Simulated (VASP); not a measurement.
# Ge (I4_1/amd) in VASP: a series of runs, part 2 of 2

VASP 6.6.1.

## (3) Single point, PBEsol (strain -0.030 along x and y, +0.015 along z)

File INCAR:

```
  ALGO = Normal
  EDIFF = 1E-6
  ENCUT = 520
  GGA = PS
  ISIF = 2
  ISMEAR = 0
  LASPH = T
  LCHARG = T
  LELF = T
  LREAL = F
  LVHAR = T
  LWAVE = F
  NBANDS = 21
  NELM = 60
  PREC = Accurate
  SIGMA = 0.15
```

File KPOINTS:

```
k-points
0
Gamma
  20 20 20
```

File POSCAR:

```
Ge
1.0
   -2.4972550274      2.4972550274      1.4183738328
    2.4972550274     -2.4972550274      1.4183738328
    2.4972550274      2.4972550274     -1.4183738328
Ge
2
Direct
    0.2500000000      0.7500000000      0.5000000000
    0.5000000000      0.5000000000      0.0000000000
```

Potentials or basis: VASP PAW PBE potentials, release 64 (Ge_d).

Started as:

```console
$ cat potpaw_PBE.64/Ge_d/POTCAR > POTCAR
$ mpirun -np 1 vasp_std > vasp.out
```

OUTCAR:

```text
EDIFF = 1E-6
   ENCUT = 520
   GGA = PS
   ISIF = 2
   ISMEAR = 0
   LASPH = T
   LREAL = F
   NELM = 60
   PREC = Accurate

 ion  position               nearest neighbor table
   1  0.250  0.750  0.500-   2 2.60   2 2.60   2 2.60   2 2.60
   2  0.500  0.500  0.000-   1 2.60   1 2.60   1 2.60   1 2.60

  LATTYP: Found a body centered tetragonal cell.
 ALAT       =     4.9945100548
 C/A-ratio  =     0.5679731614

  Lattice vectors:

 A1 = (  -2.4972550274,   2.4972550274,   1.4183738328)
 A2 = (   2.4972550274,  -2.4972550274,   1.4183738328)
 A3 = (   2.4972550274,   2.4972550274,  -1.4183738328)

Analysis of symmetry for initial positions (statically):
=====================================================================
 Subroutine PRICEL returns:
 Original cell was already a primitive cell.

 Routine SETGRP: Setting up the symmetry group for a
 body centered tetragonal supercell.

 Subroutine GETGRP returns: Found 16 space group operations
 (whereof  8 operations were pure point group operations)
 out of a pool of 16 trial point group operations.

The static configuration has the point symmetry D_2d.
 The point group associated with its full space group is D_4h.

Analysis of symmetry for dynamics (positions and initial velocities):
=====================================================================
 Subroutine PRICEL returns:
 Original cell was already a primitive cell.

 Routine SETGRP: Setting up the symmetry group for a
 body centered tetragonal supercell.

 Subroutine GETGRP returns: Found 16 space group operations
 (whereof  8 operations were pure point group operations)
 out of a pool of 16 trial point group operations.

The dynamic configuration has the point symmetry D_2d.
 The point group associated with its full space group is D_4h.

 Subroutine INISYM returns: Found 16 space group operations
 (whereof  8 operations are pure point group operations),
 and found     1 'primitive' translations

----------------------------------------------------------------------------------------

                                     Primitive cell

  volume of cell :      35.3815

  direct lattice vectors                    reciprocal lattice vectors
    -2.497255027  2.497255027  1.418373833     0.000000000  0.200219839  0.352516374
     2.497255027 -2.497255027  1.418373833     0.200219839  0.000000000  0.352516374
     2.497255027  2.497255027 -1.418373833     0.200219839  0.200219839  0.000000000

  length of vectors
     3.805831010  3.805831010  3.805831010     0.405408162  0.405408162  0.283153612

  position of ions in fractional coordinates (direct lattice)
     0.250000000  0.750000000  0.500000000
     0.500000000  0.500000000  0.000000000

  ion indices of the primitive-cell ions
   primitive index   ion index
                 1           1
                 2           2

----------------------------------------------------------------------------------------

 KPOINTS: k-points

Automatic generation of k-mesh.
 Grid dimensions read from file:
 generate k-points for:   20   20   20

 Generating k-lattice:

  Cartesian coordinates                     Fractional coordinates (reciprocal lattice)
     0.000000000  0.010010992  0.017625819     0.050000000  0.000000000  0.000000000
     0.010010992  0.000000000  0.017625819     0.000000000  0.050000000  0.000000000
     0.010010992  0.010010992  0.000000000     0.000000000  0.000000000  0.050000000

  Length of vectors
     0.020270408  0.020270408  0.014157681

  Shift w.r.t. Gamma in fractional coordinates (k-lattice)
     0.000000000  0.000000000  0.000000000

 Subroutine IBZKPT returns following result:
 ===========================================

 Found    641 irreducible k-points:

 Following reciprocal coordinates:
            Coordinates               Weight
  0.000000  0.000000  0.000000      1.000000
  0.050000  0.000000 -0.000000      8.000000
  0.100000  0.000000 -0.000000      8.000000
  0.150000 -0.000000  0.000000      8.000000
  0.200000  0.000000 -0.000000      8.000000
  0.250000  0.000000 -0.000000      8.000000
[... 16 lines left out ...]
 -0.400000  0.050000  0.000000     16.000000
 -0.350000  0.050000  0.000000     16.000000
 [... further k-points ...]
   k-points           NKPTS =    641   k-points in BZ     NKDIM =    641   number of bands    NBANDS=     21
   number of dos      NEDOS =    301   number of ions     NIONS =      2
   total plane-waves  NPLWV =  21952
   dimension x,y,z NGX =    28 NGY =   28 NGZ =   28
   dimension x,y,z NGXF=    56 NGYF=   56 NGZF=   56
   ions per type =               2
   NGX,Y,Z   is equivalent  to a cutoff of  12.23, 12.23, 12.23 a.u.
   NGXF,Y,Z  is equivalent  to a cutoff of  24.46, 24.46, 24.46 a.u.
 SYSTEM =  unknown system
   PREC   = accura    normal or accurate (medium, high low for compatibility)
   ISTART =      0    job   : 0-new  1-cont  2-samecut
   ICHARG =      2    charge: 1-file 2-atom 10-const
   ISPIN  =      1    spin polarized calculation?
   LNONCOLLINEAR =      F non collinear calculations
   LSORBIT =      F    spin-orbit coupling
   LASPH  =      T    aspherical Exc in radial PAW
   ENCUT  =  520.0 eV  38.22 Ry    6.18 a.u.   7.08  7.08  7.08*2*pi/ulx,y,z
   NELM   =     60;   NELMIN=  2; NELMDL= -5     # of ELM steps
   EDIFF  = 0.1E-05   stopping-criterion for ELM
   LREAL  =      F    real-space projection
   EDIFFG = 0.1E-04   stopping-criterion for IOM
   NSW    =      0    number of steps for IOM
   IBRION =     -1    ionic relax: 0-MD 1-quasi-New 2-CG
   NFREE  =      0    steps in history (QN), initial steepest desc. (CG)
   ISIF   =      2    stress and relaxation
   ISYM   =      2    0-nonsym 1-usesym 2-fastsym
   POTIM  = 0.5000    time-step for ionic-motion
   TEBEG  =    0.0;   TEEND  =   0.0 temperature during run
   PSTRESS=    0.0 pullay stress
   NELECT =      28.0000    total number of electrons
   NUPDOWN=      -1.0000    fix difference up-down
   EMIN   =  10.00;   EMAX   =-10.00  energy-range for DOS
   EFERMI =   0.00;   METHOD = LEGACY
   ISMEAR =     0;   SIGMA  =   0.15  broadening in eV -4-tet -1-fermi 0-gaus
   EFERMI_NEDOS =   21; number of points for ismear=-14 and -15
   IALGO  =     38    algorithm
   IMIX   =      4    mixing-type and parameters
     AMIX     =   0.40;   BMIX     =  1.00
     AMIX_MAG =   1.60;   BMIX_MAG =  1.00
  volume/ion in A,a.u.               =      17.69       119.38
  Fermi-wavevector in a.u.,A,eV,Ry     =   1.514265  2.861547 31.198157  2.293000
  Thomas-Fermi vector in A             =   2.623946
   LORBIT       =      0    0 simple, 1 ext, 2 COOP (PROOUT), +10 PAW based schemes
   GGA     = PS    functional components
   LHFCALC =     F    Hartree Fock is set to
   AEXX    =    0.0000 exact exchange contribution
   IVDW    =     0    specifies the selected vdW correction
   LEPSILON=     F    determine dielectric tensor
   LRPA    =     F    only Hartree local field effects (RPA)
 non-spin polarized calculation
 Gauss-broadening in eV      SIGMA  =   0.15
  energy-cutoff  :      520.00
  volume of cell :       35.38
 maximum number of plane-waves:       978
   NGX = 15   NGY = 15   NGZ = 15

 number of electron      27.9999976 magnetization

 Free energy of the ion-electron system (eV)
  ---------------------------------------------------
  ext. energy  EPLUGINS =         0.00000000
  ---------------------------------------------------
  free energy    TOTEN  =        -9.52152536 eV

  energy without entropy =       -9.51350789  energy(sigma->0) =       -9.51751662

 E-fermi :   7.1758     XC(G=0): -11.7036

 val. band max:        7.1686546791   @ k =   0.4500   0.3000   0.1000
 cond. band min:       7.1774069221   @ k =   0.3000   0.1500   0.0000
 fundamental gap:      0.0087522430
 Fermi energy:         7.1758014399

 k-point     1 :       0.0000    0.0000    0.0000
  band No.  band energies     occupation
      1     -17.5557      2.00000
      2     -17.4708      2.00000
      3     -17.4676      2.00000
      4     -17.4345      2.00000
      5     -17.3462      2.00000
      6     -17.3462      2.00000
[... 13 lines left out ...]
     20      19.5476      0.00000
     21      20.0080      0.00000

 k-point     2 :       0.0500    0.0000   -0.0000
  band No.  band energies     occupation
      1     -17.5545      2.00000
      2     -17.4682      2.00000
      3     -17.4660      2.00000
      4     -17.4311      2.00000
      5     -17.3488      2.00000
      6     -17.3484      2.00000
[... 520 lines left out ...]
 k-point    24 :      -0.3500    0.0500    0.0000
  band No.  band energies     occupation
      1     -17.5171      2.00000
      2     -17.4305      2.00000
      3     -17.4242      2.00000
      4     -17.4184      2.00000
      5     -17.3806      2.00000
      6     -17.3577      2.00000
[... 13 lines left out ...]
     20      16.0463      0.00000
     21      19.1282      0.00000

 [... further k-points ...]
[... 5 lines left out ...]
  --------------------------------------------------------------------------------------
  -------------------------------------------------------------------------------------
  Total        0.9331702      0.9331702      0.3161109      0.0000000     -0.0000000      0.0000000
  in kB       42.2566381     42.2566381     14.3144144      0.0000000     -0.0000000      0.0000000
  external PRESSURE =      32.9425635 kB  Pullay stress =       0.0000000 kB

 VOLUME and BASIS-vectors are now :
 -----------------------------------------------------------------------------
  energy-cutoff  :      520.00
  volume of cell :       35.38
      direct lattice vectors                 reciprocal lattice vectors
    -2.497255027  2.497255027  1.418373833     0.000000000  0.200219839  0.352516374
     2.497255027 -2.497255027  1.418373833     0.200219839  0.000000000  0.352516374
     2.497255027  2.497255027 -1.418373833     0.200219839  0.200219839  0.000000000

 POSITION                                       TOTAL-FORCE (eV/Angst)
 -----------------------------------------------------------------------------------
      2.49726     -0.00000      0.70919        -0.000000      0.000000      0.000000
      0.00000      0.00000      1.41837         0.000000     -0.000000     -0.000000
 -----------------------------------------------------------------------------------
    total drift:                                0.000000     -0.000000      0.000000

  FREE ENERGIE OF THE ION-ELECTRON SYSTEM (eV)
  ---------------------------------------------------
  free  energy   TOTEN  =        -9.5215253588 eV

  energy  without entropy=       -9.5135078867  energy(sigma->0) =       -9.51751662
```

stdout:

```text
POSCAR found type information on POSCAR Ge
 POSCAR found :  1 types and       2 ions
 scaLAPACK will be used
 -----------------------------------------------------------------------------
|                                                                             |
|                                                                             |
|     You enforced a specific xc type in the INCAR file but a different       |
|     I HOPE YOU KNOW WHAT YOU ARE DOING!                                     |
|                                                                             |
 -----------------------------------------------------------------------------

 LDA part: xc-table for (Slater+PW92), standard interpolation
 POSCAR, INCAR and KPOINTS ok, starting setup
 FFT: planning ... GRIDC
 FFT: planning ... GRID_SOFT
 FFT: planning ... GRID
 WAVECAR not read
 entering main loop
```

Wall time 2.9 min (1 thread of Intel Xeon 6975P-C (Granite Rapids), shared host); peak memory 0.45 GiB.

What came out:

```yaml
Free_energy: -9.5215 eV
Pressure: 3.3 GPa
Band_gap_on_the_k_mesh: zero (bands 14 and 15 overlap by 5.85 eV)
```

Stress tensor (GPa, compression positive):
```
4.23 0.00 0.00
0.00 4.23 0.00
0.00 0.00 1.43
```

Caveat: the cell differs from its parent crystal (strain -0.030 along x and y, +0.015 along z); the cell stands under pressure; the PAW data sets were made with another functional, which shifts forces and pressure a little.

## (4) Single point, PBEsol (strain -0.015 along x and y, -0.015 along z)

File INCAR:

```
SYSTEM = Ge
ALGO = Normal
EDIFF = 1E-6
ENCUT = 520
GGA = PS
ISIF = 2
ISMEAR = 0
LASPH = .True.
LCHARG = .False.
LREAL = .False.
LWAVE = .False.
NBANDS = 21
NELM = 100
PREC = Accurate
SIGMA = 0.15
```

File KPOINTS:

```
k-points
0
Gamma
  20 20 20
  0 0 0
```

File POSCAR:

```
Ge
1.0
   -2.5358723732      2.5358723732      1.3764514536
    2.5358723732     -2.5358723732      1.3764514536
    2.5358723732      2.5358723732     -1.3764514536
Ge
2
Direct
    0.2500000000      0.7500000000      0.5000000000
    0.5000000000      0.5000000000      0.0000000000
```

Started as:

```console
$ cat potpaw_PBE.64/Ge_d/POTCAR > POTCAR
$ mpirun -np 1 vasp_std > vasp.out
```

Run time: 3.6 min. Hardware: 1 thread of Intel Xeon 6975P-C (Granite Rapids), shared host; peak memory 0.46 GiB.

Results (log left out):

| Item | Value |
| --- | --- |
| Free energy | -9.5275 eV |
| Pressure | 3.0 GPa |
| Band gap on the k mesh | zero (bands 14 and 15 overlap by 5.49 eV) |

Stress tensor (GPa, compression positive):
```
2.64 0.00 0.00
0.00 2.64 0.00
0.00 0.00 3.81
```

Levels at points of the mesh, in eV from the Fermi level:
```csv
k point,band 12,band 13,band 14,band 15,band 16,band 17
"(0.00, 0.00, 0.00)",-3.91,-2.47,-2.47,3.15,7.91,7.91
"(0.50, 0.00, 0.00)",-6.59,-2.57,-2.12,-1.44,2.40,3.73
"(0.50, 0.50, 0.00)",-10.86,0.60,0.60,2.02,2.02,7.82
"(0.50, 0.50, 0.50)",-9.02,-6.23,-6.23,6.36,6.36,11.56
```

Caveat: the cell differs from its parent crystal (strain -0.015 along x and y, -0.015 along z); the cell stands under pressure; the PAW data sets were made with another functional, which shifts forces and pressure a little.

## (5) Overview

| cell | gap on the mesh (eV) | pressure (GPa) |
| --- | --- | --- |
| a = 3.834 Å, angles 97.2, 97.2, 138.6°, 2 atoms | none | 4.6 |
| a = 3.806 Å, angles 98.0, 98.0, 136.2°, 2 atoms | none | 3.3 |
| a = 3.841 Å, angles 97.4, 97.4, 138.0°, 2 atoms | none | 3.0 |

Alike in all rows: task single point; level PBEsol; potentials or basis VASP PAW PBE potentials, release 64 (Ge_d); no spin polarisation; k mesh 20 × 20 × 20; cutoff (eV) 520; smearing gaussian 0.15 eV.

Caveats: the cell stands under pressure; the PAW data sets were made with another functional, which shifts forces and pressure a little.

Absolute energies hang on the potentials; compare differences alone.
